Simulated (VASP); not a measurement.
Write the native input for VASP 6.6.1 that does the following.

```yaml
Task: relaxation of cell and atoms
Functional: PBE
Potentials_or_basis: VASP PAW PBE potentials, release 64 (K_sv, Sb)
Cutoff: 600 eV
k_mesh: 9 × 9 × 4
Occupations: gaussian, width 0.1 eV
Spin: no spin polarisation
Dipole_correction: no
Further_INCAR_settings: ALGO = Normal; EDIFF = 1e-06; IBRION = 2; EDIFFG = -0.01; NSW = 100; ISIF = 3
```

The structure of KSb5 lies in POSCAR:

```
KSb5
1.0
    6.4754021204      0.0000000000      0.0000000000
   -3.2377010602      5.6078627360      0.0000000000
    0.0000000000      0.0000000000      9.7077611762
K Sb
1 5
Direct
    0.0000000000      0.0000000000      0.0000000000
    0.5000000000      0.0000000000      0.0000000000
    0.0000000000      0.5000000000      0.0000000000
    0.5000000000      0.5000000000      0.0000000000
    0.0000000000      0.0000000000      0.6289349592
    0.0000000000      0.0000000000      0.3710650408
```

One way to write it, as run:

INCAR

```
PREC = Accurate ; ENCUT = 600
EDIFF = 1E-6 ; ISMEAR = 0
SIGMA = 0.1 ; LREAL = F
LASPH = T ; NELM = 100
ALGO = Normal ; ISIF = 3
LWAVE = F ; LCHARG = F
GGA = PE ; IBRION = 2
NSW = 100 ; EDIFFG = -0.01
```

KPOINTS

```
Automatic mesh
0
Gamma
  9 9 4
```

Potentials or basis: VASP PAW PBE potentials, release 64 (K_sv, Sb).

The run is started by

```sh
$ cat potpaw_PBE.64/K_sv/POTCAR potpaw_PBE.64/Sb/POTCAR > POTCAR
$ mpirun -np 1 vasp_std > vasp.out
```

Results of the run:

```json
{
  "Relaxed volume": "57.04 Å³/atom",
  "Relaxed cell": "a = 6.424 Å, b = 6.424 Å, c = 9.575 Å, α = 90.00°, β = 90.00°, γ = 120.00°",
  "Space group after relaxing (to 0.05 Å)": "P6/mmm (No. 191)",
  "Energy gained by relaxing": "1.3 meV/atom",
  "Ionic steps": "11",
  "Pressure after relaxing": "0.0 GPa",
  "Band gap on the k mesh": "zero (band 17 reaches 1.44 eV, above the bottom of band 18 at 0.92 eV)"
}
```

Caveat: spin-orbit coupling is left out, which moves the levels of the heavy elements.

Run time: 23 min on 1 thread of AMD EPYC 9R45 96-Core Processor (Zen 5), with other jobs on the host, peak memory 0.74 GiB.
